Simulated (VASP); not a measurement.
Write the native input for VASP 6.6.1 that does the following.

| Property | Result |
| --- | --- |
| Task | single point |
| Functional | r2SCAN |
| Potentials or basis | VASP PAW PBE potentials, release 64 (C) |
| Cutoff | 520 eV |
| k mesh | 12 × 12 × 12 |
| Occupations | gaussian, width 0.05 eV |
| Spin | no spin polarisation |
| Dipole correction | no |
| Further INCAR settings | ALGO = Normal; EDIFF = 1e-06; NBANDS = 11 |

C:

```xyz
2
Lattice="0.0000 1.5551 2.3326 1.5551 0.0000 2.3326 1.5551 1.5551 0.0000" Properties=species:S:1:pos:R:3 pbc="T T T"
C     1.5551    1.5551    2.3326
C     2.3326    2.3326    3.4990
```

This cell differs from its parent crystal: ratio of the length along z to the lengths across it x 1.5, volume and fractional coordinates fixed.

These files were run (other wordings do the same):

POSCAR

```
C
1.0
    0.0000000000      1.5550970203      2.3326455305
    1.5550970203      0.0000000000      2.3326455305
    1.5550970203      1.5550970203      0.0000000000
C
2
Direct
    0.5000000000      0.5000000000      0.5000000000
    0.7500000000      0.7500000000      0.7500000000
```

INCAR.step1

```
SYSTEM = C
PREC = Accurate ; ENCUT = 520
ISMEAR = 0 ; SIGMA = 0.05
LREAL = .FALSE. ; LASPH = .TRUE.
NELM = 80 ; NBANDS = 11
GGA = PE ; ALGO = Normal
EDIFF = 1E-4 ; LWAVE = .TRUE.
LCHARG = .FALSE.
```

INCAR.step2

```
SYSTEM = C
PREC = Accurate ; ENCUT = 520
EDIFF = 1E-6 ; ISMEAR = 0
SIGMA = 0.05 ; LREAL = .FALSE.
LASPH = .TRUE. ; NELM = 80
ALGO = Normal ; ISIF = 2
LWAVE = .FALSE. ; LCHARG = .TRUE.
METAGGA = R2SCAN ; LMIXTAU = .TRUE.
LELF = .TRUE. ; LVHAR = .TRUE.
NBANDS = 11 ; ISTART = 1
```

KPOINTS

```
Automatic mesh
0
G
  12 12 12
  0 0 0
```

Potentials or basis: VASP PAW PBE potentials, release 64 (C).

Command:

```sh
$ cat potpaw_PBE.64/C/POTCAR > POTCAR
$ cp INCAR.step1 INCAR
$ mpirun -np 1 vasp_std > vasp.out
$ cp INCAR.step2 INCAR
$ mpirun -np 1 vasp_std > vasp.out
```

It gave:

* Pressure: 13.1 GPa
* Band gap on the k mesh: zero (band 4 reaches 13.28 eV, above the bottom of band 5 at 11.59 eV)

Caveat: the PAW data sets were made with another functional, which shifts forces and pressure a little.

Wall time 63 s on 1 thread of AMD EPYC 9R45 (Zen 5), on a shared host, peak memory 0.1 GiB.
